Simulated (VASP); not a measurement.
# Li (P1) in VASP: further runs, part 3 of 3

VASP 6.6.1. The steps go on from the part before.

### Step 4. Single point, PBE+D3(BJ)

The input, INCAR:

```
ALGO = Normal
EDIFF = 1E-6
ENCUT = 650
GGA = PE
GGA_COMPAT = F
ISIF = 2
ISMEAR = -1
IVDW = 12
LASPH = T
LCHARG = F
LREAL = F
LWAVE = F
NBANDS = 38
NELM = 120
PREC = Accurate
SIGMA = 0.11
```

The input, KPOINTS:

```
k-points
0
Gamma
  2 2 2
```

The input, POSCAR:

```
Li
1.0
    6.9800000000      0.0000000000      0.0000000000
    0.0000000000      6.9800000000      0.0000000000
    0.0000000000      0.0000000000      6.9800000000
Li
16
Direct
    0.0420773639      0.0263896848      0.0280229226
    0.4831805158     -0.0285816619     -0.0983524355
    0.0473352436      0.5664326648     -0.0707879656
   -0.0320916905      0.0292550143      0.4347134670
    0.3021060172      0.2154727794      0.2725501433
    0.4957020057      0.4892979943     -0.1002148997
    0.5258882521      0.0262893983      0.5180229226
    0.6929799427      0.2720200573      0.1596561605
   -0.0253581662      0.4453724928      0.5040544413
    0.3248997135      0.7282378223      0.2697564470
    0.2596704871      0.1928366762      0.7565759312
    0.4867908309      0.4908739255      0.5289255014
    0.7741833811      0.7990974212      0.2392836676
    0.7890401146      0.2258309456      0.7130515759
    0.2130515759      0.8092550143      0.7164899713
    0.8205730659      0.7698280802      0.7479369628
```

Potentials or basis: VASP PAW PBE potentials, release 64 (Li_sv).

Command:

```
$ cat potpaw_PBE.64/Li_sv/POTCAR > POTCAR
$ mpirun -np 1 vasp_std > vasp.out
```

OUTCAR:

```text
EDIFF = 1E-6
   ENCUT = 650
   GGA = PE
   ISIF = 2
   ISMEAR = -1
   IVDW = 12
   LASPH = T
   LREAL = F
   NELM = 120
   PREC = Accurate
 IVDW          = 12

 ion  position               nearest neighbor table
   1  0.042  0.026  0.028-
   2  0.483  0.971  0.902-  11 2.42  15 2.55
   3  0.047  0.566  0.929-  16 2.47  15 2.53
   4  0.968  0.029  0.435-  13 2.50
   5  0.302  0.215  0.273-
   6  0.496  0.489  0.900-  12 2.59
   7  0.526  0.026  0.518-
   8  0.693  0.272  0.160-
   9  0.975  0.445  0.504-  14 2.48
  10  0.325  0.728  0.270-
  11  0.260  0.193  0.757-   2 2.42
  12  0.487  0.491  0.529-   6 2.59
  13  0.774  0.799  0.239-   4 2.50
  14  0.789  0.226  0.713-   9 2.48
  15  0.213  0.809  0.716-   3 2.53   2 2.55
  16  0.821  0.770  0.748-   3 2.47

  LATTYP: Found a simple cubic cell.
 ALAT       =     6.9800000000

  Lattice vectors:

 A1 = (   6.9800000000,   0.0000000000,   0.0000000000)
 A2 = (   0.0000000000,   6.9800000000,   0.0000000000)
 A3 = (   0.0000000000,   0.0000000000,   6.9800000000)

Analysis of symmetry for initial positions (statically):
=====================================================================
 Subroutine PRICEL returns:
 Original cell was already a primitive cell.

 Routine SETGRP: Setting up the symmetry group for a
 simple cubic supercell.

 Subroutine GETGRP returns: Found  1 space group operations
 (whereof  1 operations were pure point group operations)
 out of a pool of 48 trial point group operations.

The static configuration has the point symmetry C_1 .

Analysis of symmetry for dynamics (positions and initial velocities):
=====================================================================
 Subroutine PRICEL returns:
 Original cell was already a primitive cell.

 Routine SETGRP: Setting up the symmetry group for a
 simple cubic supercell.

 Subroutine GETGRP returns: Found  1 space group operations
 (whereof  1 operations were pure point group operations)
 out of a pool of 48 trial point group operations.

The dynamic configuration has the point symmetry C_1 .

 Subroutine INISYM returns: Found  1 space group operations
 (whereof  1 operations are pure point group operations),
 and found     1 'primitive' translations

----------------------------------------------------------------------------------------

                                     Primitive cell

  volume of cell :     340.0684

  direct lattice vectors                    reciprocal lattice vectors
     6.980000000  0.000000000  0.000000000     0.143266476  0.000000000  0.000000000
     0.000000000  6.980000000  0.000000000     0.000000000  0.143266476  0.000000000
     0.000000000  0.000000000  6.980000000     0.000000000  0.000000000  0.143266476

  length of vectors
     6.980000000  6.980000000  6.980000000     0.143266476  0.143266476  0.143266476

  position of ions in fractional coordinates (direct lattice)
[... 56 lines left out ...]

 Subroutine IBZKPT returns following result:
 ===========================================

 Found      8 irreducible k-points:

 Following reciprocal coordinates:
            Coordinates               Weight
  0.000000  0.000000  0.000000      1.000000
  0.500000  0.000000  0.000000      1.000000
  0.000000  0.500000  0.000000      1.000000
  0.000000  0.000000  0.500000      1.000000
  0.500000  0.500000  0.000000      1.000000
  0.000000  0.500000  0.500000      1.000000
  0.500000  0.000000  0.500000      1.000000
  0.500000  0.500000  0.500000      1.000000
   k-points           NKPTS =      8   k-points in BZ     NKDIM =      8   number of bands    NBANDS=     38
   number of dos      NEDOS =    301   number of ions     NIONS =     16
   total plane-waves  NPLWV = 216000
   dimension x,y,z NGX =    60 NGY =   60 NGZ =   60
   dimension x,y,z NGXF=   120 NGYF=  120 NGZF=  120
   ions per type =              16
   NGX,Y,Z   is equivalent  to a cutoff of  14.29, 14.29, 14.29 a.u.
   NGXF,Y,Z  is equivalent  to a cutoff of  28.58, 28.58, 28.58 a.u.
 SYSTEM =  unknown system
   PREC   = accura    normal or accurate (medium, high low for compatibility)
   ISTART =      0    job   : 0-new  1-cont  2-samecut
   ICHARG =      2    charge: 1-file 2-atom 10-const
   ISPIN  =      1    spin polarized calculation?
   LNONCOLLINEAR =      F non collinear calculations
   LSORBIT =      F    spin-orbit coupling
   LASPH  =      T    aspherical Exc in radial PAW
   ENCUT  =  650.0 eV  47.77 Ry    6.91 a.u.  14.51 14.51 14.51*2*pi/ulx,y,z
   NELM   =    120;   NELMIN=  2; NELMDL= -5     # of ELM steps
   EDIFF  = 0.1E-05   stopping-criterion for ELM
   LREAL  =      F    real-space projection
   EDIFFG = 0.1E-04   stopping-criterion for IOM
   NSW    =      0    number of steps for IOM
   IBRION =     -1    ionic relax: 0-MD 1-quasi-New 2-CG
   NFREE  =      0    steps in history (QN), initial steepest desc. (CG)
   ISIF   =      2    stress and relaxation
   ISYM   =      2    0-nonsym 1-usesym 2-fastsym
   POTIM  = 0.5000    time-step for ionic-motion
   TEBEG  =    0.0;   TEEND  =   0.0 temperature during run
   PSTRESS=    0.0 pullay stress
   NELECT =      48.0000    total number of electrons
   NUPDOWN=      -1.0000    fix difference up-down
   EMIN   =  10.00;   EMAX   =-10.00  energy-range for DOS
   EFERMI =   0.00;   METHOD = LEGACY
   ISMEAR =    -1;   SIGMA  =   0.11  broadening in eV -4-tet -1-fermi 0-gaus
   EFERMI_NEDOS =   21; number of points for ismear=-14 and -15
   IALGO  =     38    algorithm
   IMIX   =      4    mixing-type and parameters
     AMIX     =   0.40;   BMIX     =  1.00
     AMIX_MAG =   1.60;   BMIX_MAG =  1.00
  volume/ion in A,a.u.               =      21.25       143.43
  Fermi-wavevector in a.u.,A,eV,Ry     =   0.852380  1.610764  9.885331  0.726551
  Thomas-Fermi vector in A             =   1.968659
   LORBIT       =      0    0 simple, 1 ext, 2 COOP (PROOUT), +10 PAW based schemes
   GGA     = PE    functional components
   LHFCALC =     F    Hartree Fock is set to
   AEXX    =    0.0000 exact exchange contribution
   IVDW    =    12    specifies the selected vdW correction
   LEPSILON=     F    determine dielectric tensor
   LRPA    =     F    only Hartree local field effects (RPA)
 non-spin polarized calculation
  energy-cutoff  :      650.00
  volume of cell :      340.07
 maximum number of plane-waves:     12893
 NGX is ok and might be reduce to    60
   NGX = 29   NGY = 29   NGZ = 29

 number of electron      48.0000001 magnetization

 Free energy of the ion-electron system (eV)
  ---------------------------------------------------
  ext. energy  EPLUGINS =         0.00000000
  ---------------------------------------------------
  free energy    TOTEN  =       -28.77056594 eV

  energy without entropy =      -28.42153477  energy(sigma->0) =      -28.59605036

 E-fermi :   0.3061     XC(G=0):  -6.9010

 val. band max:        0.2811139375   @ k =   0.0000   0.5000   0.5000
 cond. band min:       0.3215318959   @ k =   0.5000   0.0000   0.5000
 fundamental gap:      0.0404179585
 Fermi energy:         0.3060914067

 k-point     1 :       0.0000    0.0000    0.0000
  band No.  band energies     occupation
      1     -46.5164      2.00000
      2     -46.4986      2.00000
      3     -46.4255      2.00000
      4     -46.3960      2.00000
      5     -46.3624      2.00000
      6     -46.3286      2.00000
[... 301 lines left out ...]
     35       3.2408      0.00000
     36       3.3842      0.00000
 [bands above 36 left out]

------------------------ aborting loop because EDIFF is reached ----------------------------------------

 Edisp (eV)   -2.58611

 E8    (eV) :    -1.0807

  FORCE on cell =-STRESS in cart. coord.  units (eV):
  Direction    XX          YY          ZZ          XY          YZ          ZX
  --------------------------------------------------------------------------------------
  -------------------------------------------------------------------------------------
  Total      -2.14455    -2.99331    -1.43045     0.47196    -1.04755     0.47865
  in kB     -10.10372   -14.10249    -6.73934     2.22358    -4.93537     2.25508
  external pressure =      -10.32 kB  Pullay stress =        0.00 kB

 VOLUME and BASIS-vectors are now :
 -----------------------------------------------------------------------------
  energy-cutoff  :      650.00
  volume of cell :      340.07
      direct lattice vectors                 reciprocal lattice vectors
     6.980000000  0.000000000  0.000000000     0.143266476  0.000000000  0.000000000
     0.000000000  6.980000000  0.000000000     0.000000000  0.143266476  0.000000000
     0.000000000  0.000000000  6.980000000     0.000000000  0.000000000  0.143266476

 POSITION                                       TOTAL-FORCE (eV/Angst)
 -----------------------------------------------------------------------------------
      0.29370      0.18420      0.19560        -0.140225     -0.027252     -0.116466
      3.37260      6.78050      6.29350         0.595857     -0.237719      0.802477
      0.33040      3.95370      6.48590         0.131806     -0.718855      0.662821
      6.75600      0.20420      3.03430         0.421585      0.008066      0.313235
      2.10870      1.50400      1.90240        -0.153471      0.172789     -0.211103
      3.46000      3.41530      6.28050        -0.029908      0.247412      0.288468
[... 8 lines left out ...]
      1.48710      5.64860      5.00110         0.056335     -0.150193     -0.670095
      5.72760      5.37340      5.22060        -0.616416      0.241551     -0.280879
 -----------------------------------------------------------------------------------
    total drift:                               -0.001239     -0.000677     -0.000621

  FREE ENERGIE OF THE ION-ELECTRON SYSTEM (eV)
  ---------------------------------------------------
  free  energy   TOTEN  =       -31.3566766572 eV

  energy  without entropy=      -31.0076454843  energy(sigma->0) =      -31.18216107
```

It took 79 s on 1 thread of Intel Xeon 6975P-C (Granite Rapids), shared host; peak memory 0.53 GiB.

What came out:

| Item | Value |
| --- | --- |
| Free energy | -31.3567 eV |
| Pressure | -1.0 GPa |
| Largest force | 1.027 eV/Å |
| Band gap on the k mesh | zero (bands 24 and 25 overlap by 0.72 eV) |
| Dispersion energy per atom | -0.162 eV |

Forces in eV/Å, atoms in the order of the input:
```
Li  -0.140 -0.027 -0.116
Li   0.596 -0.238  0.802
Li   0.132 -0.719  0.663
Li   0.422  0.008  0.313
Li  -0.153  0.173 -0.211
Li  -0.030  0.247  0.288
Li   0.177 -0.195 -0.249
Li   0.275 -0.066  0.169
Li   0.334  0.421 -0.406
Li  -0.312  0.214 -0.273
Li  -0.474  0.701 -0.357
Li   0.250 -0.003 -0.052
Li  -0.357 -0.479 -0.219
Li  -0.158 -0.128  0.599
Li   0.056 -0.150 -0.670
Li  -0.616  0.242 -0.281
```

Stress tensor (GPa, compression positive):
```
-1.01  0.22  0.23
 0.22 -1.41 -0.49
 0.23 -0.49 -0.67
```

Levels at points of the mesh, in eV from the Fermi level:
| k point | band 21 | band 22 | band 23 | band 24 | band 25 | band 26 |
| --- | --- | --- | --- | --- | --- | --- |
| (0.00, 0.00, 0.00) | -0.96 | -0.87 | -0.86 | 0.39 | 0.50 | 0.53 |
| (0.50, 0.00, 0.00) | -0.50 | -0.47 | -0.39 | -0.37 | -0.32 | -0.25 |
| (0.00, 0.50, 0.00) | -0.53 | -0.45 | -0.39 | -0.35 | -0.27 | -0.18 |
| (0.00, 0.00, 0.50) | -0.54 | -0.48 | -0.41 | -0.34 | -0.22 | -0.14 |
| (0.50, 0.50, 0.00) | -0.14 | -0.09 | 0.03 | 0.07 | 0.20 | 0.36 |
| (0.00, 0.50, 0.50) | -0.23 | -0.09 | -0.02 | 0.10 | 0.15 | 0.29 |
| (0.50, 0.00, 0.50) | -0.24 | -0.22 | 0.02 | 0.05 | 0.25 | 0.37 |
| (0.50, 0.50, 0.50) | -1.58 | -1.54 | -1.36 | -1.26 | 1.78 | 1.94 |

Caveat: the k points lie up to 0.45 Å⁻¹ apart, too coarse for converged energies and pressures of a metal; the atoms stand as in a frame of molecular dynamics; forces of over 1 eV/Å act on the atoms, so gaps and moduli don't describe the material at rest.

### Step 5. The runs side by side

```csv
cell,gap on the mesh (eV),pressure (GPa),largest force (eV/Å)
"as given, atomic positions A",none,-1.3,0.60
"as given, atomic positions B",none,-1.3,0.74
"as given, atomic positions C",none,-1.0,1.03
```

Alike in all rows: task single point; level PBE+D3(BJ); potentials or basis VASP PAW PBE potentials, release 64 (Li_sv); no spin polarisation; k mesh 2 × 2 × 2; cutoff (eV) 650; smearing fermi-dirac 0.11 eV.

Caveats: all runs use coarse meshes; the atoms stand as in a frame of molecular dynamics; forces of over 1 eV/Å act on the atoms, so gaps and moduli don't describe the material at rest (at least some runs).

Absolute energies hang on the potentials; compare differences alone.
